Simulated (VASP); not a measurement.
# Al (Fm-3m) in VASP: a series of runs, part 2 of 2

VASP 6.6.1. Earlier steps stand in the parts before.

## Step 3: Single point, PBE+D3(BJ) (volume scaled by 0.97)

The input, INCAR:

```
SYSTEM = Al
PREC = Accurate
ENCUT = 500
EDIFF = 1E-6
ISMEAR = 0
SIGMA = 0.1
LREAL = .False.
LASPH = .True.
NELM = 120
ALGO = Normal
ISIF = 2
LWAVE = .False.
LCHARG = .True.
GGA = PE
IVDW = 12
LELF = .True.
LVHAR = .True.
NBANDS = 8
GGA_COMPAT = .False.
```

The input, KPOINTS:

```
Automatic mesh
0
Gamma
  18 18 18
  0 0 0
```

The input, POSCAR:

```
Al
1.0
    0.0000000000      1.9710003636      1.9710003636
    1.9710003636      0.0000000000      1.9710003636
    1.9710003636      1.9710003636      0.0000000000
Al
1
Direct
    0.0000000000      0.0000000000      0.0000000000
```

Potentials or basis: VASP PAW PBE potentials, release 64 (Al).

Launch:

```bash
$ cat potpaw_PBE.64/Al/POTCAR > POTCAR
$ mpirun -np 1 vasp_std > vasp.out
```

OUTCAR:

```text
SYSTEM = Al
   PREC = Accurate
   ENCUT = 500
   EDIFF = 1E-6
   ISMEAR = 0
   LREAL = .False.
   LASPH = .True.
   NELM = 120
   ISIF = 2
   GGA = PE
   IVDW = 12
 IVDW          = 12

 ion  position               nearest neighbor table
   1  0.000  0.000  0.000-

  LATTYP: Found a face centered cubic cell.
 ALAT       =     3.9420007272

  Lattice vectors:

 A1 = (   0.0000000000,   1.9710003636,   1.9710003636)
 A2 = (   1.9710003636,   0.0000000000,   1.9710003636)
 A3 = (   1.9710003636,   1.9710003636,   0.0000000000)

Analysis of symmetry for initial positions (statically):
=====================================================================
 Subroutine PRICEL returns:
 Original cell was already a primitive cell.

 Routine SETGRP: Setting up the symmetry group for a
 face centered cubic supercell.

 Subroutine GETGRP returns: Found 48 space group operations
 (whereof 48 operations were pure point group operations)
 out of a pool of 48 trial point group operations.

The static configuration has the point symmetry O_h .

Analysis of symmetry for dynamics (positions and initial velocities):
=====================================================================
[... 162 lines left out ...]

 k-point     1 :       0.0000    0.0000    0.0000
  band No.  band energies     occupation
      1      -2.8592      2.00000
      2      21.8423      0.00000
      3      21.8423      0.00000
      4      21.8423      0.00000
      5      23.9177      0.00000
      6      23.9177      0.00000
      7      23.9177      0.00000
      8      25.8183      0.00000
[... 243 lines left out ...]
 k-point    24 :      -0.2222    0.0556    0.0000
  band No.  band energies     occupation
      1      -1.1363      2.00000
      2      12.8097      0.00000
      3      18.5590      0.00000
      4      21.5266      0.00000
      5      23.3775      0.00000
      6      24.4736      0.00000
      7      24.9707      0.00000
      8      27.2458      0.00000

 [... further k-points ...]

------------------------ aborting loop because EDIFF is reached ----------------------------------------

 Edisp (eV)   -0.36348

 E8    (eV) :    -0.1627

  FORCE on cell =-STRESS in cart. coord.  units (eV):
  Direction    XX          YY          ZZ          XY          YZ          ZX
  --------------------------------------------------------------------------------------
  -------------------------------------------------------------------------------------
  Total       0.26305     0.26305     0.26305     0.00000    -0.00000    -0.00000
  in kB      27.52020    27.52020    27.52020     0.00000    -0.00000    -0.00000
  external pressure =       27.52 kB  Pullay stress =        0.00 kB

 VOLUME and BASIS-vectors are now :
 -----------------------------------------------------------------------------
  energy-cutoff  :      500.00
  volume of cell :       15.31
      direct lattice vectors                 reciprocal lattice vectors
     0.000000000  1.971000364  1.971000364    -0.253678289  0.253678289  0.253678289
     1.971000364  0.000000000  1.971000364     0.253678289 -0.253678289  0.253678289
     1.971000364  1.971000364  0.000000000     0.253678289  0.253678289 -0.253678289

 POSITION                                       TOTAL-FORCE (eV/Angst)
 -----------------------------------------------------------------------------------
      0.00000      0.00000      0.00000        -0.000000     -0.000000      0.000000
 -----------------------------------------------------------------------------------
    total drift:                                0.000000      0.000000     -0.000000

  FREE ENERGIE OF THE ION-ELECTRON SYSTEM (eV)
  ---------------------------------------------------
  free  energy   TOTEN  =        -4.0849306913 eV

  energy  without entropy=       -4.0821655663  energy(sigma->0) =       -4.08354813
```

OSZICAR:

```text
N       E                     dE             d eps       ncg     rms          rms(c)
DAV:   1    -0.230659552087E+01   -0.23066E+01   -0.89035E+02  3136   0.202E+02
DAV:   2    -0.373804904297E+01   -0.14315E+01   -0.13690E+01  4368   0.191E+01
DAV:   3    -0.374549218101E+01   -0.74431E-02   -0.74383E-02  4032   0.151E+00
DAV:   4    -0.374550873192E+01   -0.16551E-04   -0.16552E-04  4824   0.624E-02
DAV:   5    -0.374550877472E+01   -0.42797E-07   -0.41152E-07  4056   0.162E-03    0.144E+00
DAV:   6    -0.373160045729E+01    0.13908E-01   -0.13003E-03  4320   0.173E-01    0.838E-01
DAV:   7    -0.372145921618E+01    0.10141E-01   -0.39866E-03  4136   0.283E-01    0.162E-01
DAV:   8    -0.372145588125E+01    0.33349E-05   -0.11759E-05  4520   0.243E-02    0.207E-02
DAV:   9    -0.372145408069E+01    0.18006E-05   -0.73171E-07  4392   0.401E-03    0.571E-04
DAV:  10    -0.372145389174E+01    0.18895E-06   -0.26883E-09  2832   0.393E-04
   1 F= -.40849307E+01 E0= -.40835481E+01  d E =-.276512E-02
```

stdout:

```text
POSCAR found type information on POSCAR Al
 POSCAR found :  1 types and       1 ions
 scaLAPACK will be used
 LDA part: xc-table for (Slater+PW92), standard interpolation
 POSCAR, INCAR and KPOINTS ok, starting setup
 FFT: planning ... GRIDC
 FFT: planning ... GRID_SOFT
 FFT: planning ... GRID
 WAVECAR not read
 entering main loop
```

It took 33 s on 1 thread of Intel Xeon 8259CL, shared host; peak memory 0.14 GiB.

Results:

```
Free energy                : -4.0849 eV
Pressure                   : 2.8 GPa
Dispersion energy per atom : -0.363 eV
```

Caveat: pairwise dispersion overbinds metals, which lowers pressure and volume.

## Step 4: Single point, PBE+D3(BJ) (volume scaled by 1.03)

The input, INCAR:

```
  ALGO = Normal
  EDIFF = 1E-6
  ENCUT = 500
  GGA = PE
  GGA_COMPAT = F
  ISIF = 2
  ISMEAR = 0
  IVDW = 12
  LASPH = T
  LCHARG = F
  LREAL = F
  LWAVE = F
  NBANDS = 8
  NELM = 120
  PREC = Accurate
  SIGMA = 0.1
```

The input, KPOINTS:

```
k-points
0
Gamma
  18 18 18
```

The input, POSCAR:

```
Al
1.0
    0.0000000000      2.0108292836      2.0108292836
    2.0108292836      0.0000000000      2.0108292836
    2.0108292836      2.0108292836      0.0000000000
Al
1
Direct
    0.0000000000      0.0000000000      0.0000000000
```

Launch:

```bash
$ cat potpaw_PBE.64/Al/POTCAR > POTCAR
$ mpirun -np 1 vasp_std > vasp.out
```

Wall time 34 s (1 thread of Intel Xeon 8259CL, shared host); peak memory 0.15 GiB.

Results (log left out):

```
Free energy                : -4.0852 eV
Pressure                   : -2.4 GPa
Dispersion energy per atom : -0.341 eV
```

Levels at points of the mesh, in eV from the Fermi level:
```tsv
k point	band 1	band 2	band 3	band 4	band 5	band 6
(0.00, 0.00, 0.00)	-11.23	12.71	12.71	12.71	14.31	14.31
(0.50, 0.00, 0.00)	-4.64	-4.39	11.54	11.54	11.57	11.57
(0.50, 0.50, 0.00)	-2.95	-1.60	5.27	5.67	5.67	9.21
```

Caveat: pairwise dispersion overbinds metals, which lowers pressure and volume.

## Step 5: Single point, PBE+D3(BJ) (volume scaled by 1.06)

The input, INCAR:

```
SYSTEM = Al
ALGO = Normal ; EDIFF = 1E-6
ENCUT = 500 ; GGA = PE
GGA_COMPAT = .FALSE. ; ISIF = 2
ISMEAR = 0 ; IVDW = 12
LASPH = .TRUE. ; LCHARG = .FALSE.
LREAL = .FALSE. ; LWAVE = .FALSE.
NBANDS = 8 ; NELM = 120
PREC = Accurate ; SIGMA = 0.1
```

The input, KPOINTS:

```
k-points
0
G
  18 18 18
  0 0 0
```

The input, POSCAR:

```
Al
1.0
    0.0000000000      2.0301653667      2.0301653667
    2.0301653667      0.0000000000      2.0301653667
    2.0301653667      2.0301653667      0.0000000000
Al
1
Direct
    0.0000000000      0.0000000000      0.0000000000
```

Launch:

```bash
$ cat potpaw_PBE.64/Al/POTCAR > POTCAR
$ mpirun -np 1 vasp_std > vasp.out
```

Run time: 31 s. Hardware: 1 thread of Intel Xeon 8259CL, shared host; peak memory 0.15 GiB.

Results (log left out):

- Free energy: -4.0751 eV
- Pressure: -4.4 GPa
- Dispersion energy per atom: -0.331 eV

Levels at points of the mesh, in eV from the Fermi level:
| k point | band 1 | band 2 | band 3 | band 4 | band 5 | band 6 |
| --- | --- | --- | --- | --- | --- | --- |
| (0.00, 0.00, 0.00) | -11.03 | 12.55 | 12.55 | 12.55 | 13.94 | 13.94 |
| (0.50, 0.00, 0.00) | -4.53 | -4.35 | 11.27 | 11.27 | 11.41 | 11.41 |
| (0.50, 0.50, 0.00) | -2.88 | -1.59 | 5.26 | 5.54 | 5.54 | 8.95 |

Caveat: pairwise dispersion overbinds metals, which lowers pressure and volume.

## Step 6: Single point, PBE+D3(BJ) (volume scaled by 1.09)

The input, INCAR:

```
SYSTEM = Al
ALGO     = Normal         ! electronic algorithm
EDIFF    = 1E-6           ! SCF threshold, eV
ENCUT    = 500            ! plane-wave cutoff, eV
GGA      = PE             ! functional
GGA_COMPAT= .False.      
ISIF     = 2              ! what is computed and relaxed
ISMEAR   = 0              ! smearing method
IVDW     = 12             ! dispersion correction
LASPH    = .True.         ! aspherical terms in the spheres
LCHARG   = .True.         ! write CHGCAR
LELF     = .True.         ! ELF
LREAL    = .False.        ! projectors in reciprocal space
LVHAR    = .True.       
LWAVE    = .False.        ! write WAVECAR
NBANDS   = 8              ! bands
NELM     = 120            ! most SCF steps
PREC     = Accurate       ! precision mode
SIGMA    = 0.1            ! smearing width, eV
```

The input, KPOINTS:

```
k-points
0
Gamma
  18 18 18
  0 0 0
```

The input, POSCAR:

```
Al
1.0
    0.0000000000      2.0491399746      2.0491399746
    2.0491399746      0.0000000000      2.0491399746
    2.0491399746      2.0491399746      0.0000000000
Al
1
Direct
    0.0000000000      0.0000000000      0.0000000000
```

Potentials or basis: VASP PAW PBE potentials, release 64 (Al).

Launch:

```bash
$ cat potpaw_PBE.64/Al/POTCAR > POTCAR
$ mpirun -np 1 vasp_std > vasp.out
```

Wall time 36 s (1 thread of Intel Xeon 8259CL, shared host); peak memory 0.15 GiB.

The run converged. Its results:

* Free energy: -4.0596 eV
* Pressure: -6.1 GPa
* Dispersion energy per atom: -0.322 eV

Levels at points of the mesh, in eV from the Fermi level:
```tsv
k point	band 1	band 2	band 3	band 4
(0.00, 0.00, 0.00)	-10.84	12.40	12.40	12.40
(0.50, 0.00, 0.00)	-4.42	-4.31	10.98	10.98
(0.50, 0.50, 0.00)	-2.81	-1.59	5.26	5.41
```

Caveat: pairwise dispersion overbinds metals, which lowers pressure and volume.

## Step 7: Summary

| cell | gap on the mesh (eV) | pressure (GPa) |
| --- | --- | --- |
| a = 2.758 Å, angles 60.0°, 1 atom | none | 6.1 |
| a = 2.787 Å, angles 60.0°, 1 atom | none | 2.8 |
| a = 2.844 Å, angles 60.0°, 1 atom | none | -2.4 |
| a = 2.871 Å, angles 60.0°, 1 atom | none | -4.4 |
| a = 2.898 Å, angles 60.0°, 1 atom | none | -6.1 |

Alike in all rows: task single point; level PBE+D3(BJ); potentials or basis VASP PAW PBE potentials, release 64 (Al); no spin polarisation; k mesh 18 × 18 × 18; cutoff (eV) 500; smearing gaussian 0.1 eV.

Caveats: pairwise dispersion overbinds metals, which lowers pressure and volume.

Absolute energies hang on the potentials; compare differences alone.
